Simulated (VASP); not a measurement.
A run of VASP 6.6.1:

The input INCAR:

```
SYSTEM = Cd
PREC     = Accurate       ! precision mode
ENCUT    = 520            ! plane-wave cutoff, eV
EDIFF    = 1E-6           ! SCF threshold, eV
ISMEAR   = -1             ! smearing method
SIGMA    = 0.1            ! smearing width, eV
LREAL    = .FALSE.        ! projectors in reciprocal space
LASPH    = .TRUE.         ! aspherical terms in the spheres
NELM     = 100            ! most SCF steps
ALGO     = Normal         ! electronic algorithm
ISIF     = 2              ! what is computed and relaxed
LWAVE    = .FALSE.        ! write WAVECAR
LCHARG   = .FALSE.        ! write CHGCAR
GGA      = B5             ! functional
ALDAX    = 1.0          
AGGAX    = 1.0          
AGGAC    = 1.0          
ALDAC    = 0.0          
NBANDS   = 25             ! bands
```

Contents of KPOINTS:

```
Automatic mesh
0
G
  8 8 11
  0 0 0
```

Contents of POSCAR:

```
Cd
1.0
    5.6191365691      0.0000000000      0.0000000000
   -2.8095682845      4.8663150162      0.0000000000
    0.0000000000      0.0000000000      3.2504705400
Cd
3
Direct
    0.0000000000      0.0000000000      0.0000000000
    0.3333333333      0.6666666667      0.5000000000
    0.6666666667      0.3333333333      0.5000000000
```

Potentials or basis: VASP PAW PBE potentials, release 64 (Cd).

Launch:

```bash
$ cat potpaw_PBE.64/Cd/POTCAR > POTCAR
$ mpirun -np 1 vasp_std > vasp.out
```

Hardware: 1 thread of Intel(R) Xeon(R) 6975P-C (Granite Rapids) (shared host).

Task: How long does it take, and how much memory?

Result: Run time: 44 s on 1 thread of Intel(R) Xeon(R) 6975P-C (Granite Rapids), with other jobs on the host, peak memory 0.24 GiB. Counts: scf iterations 11, k points 60.
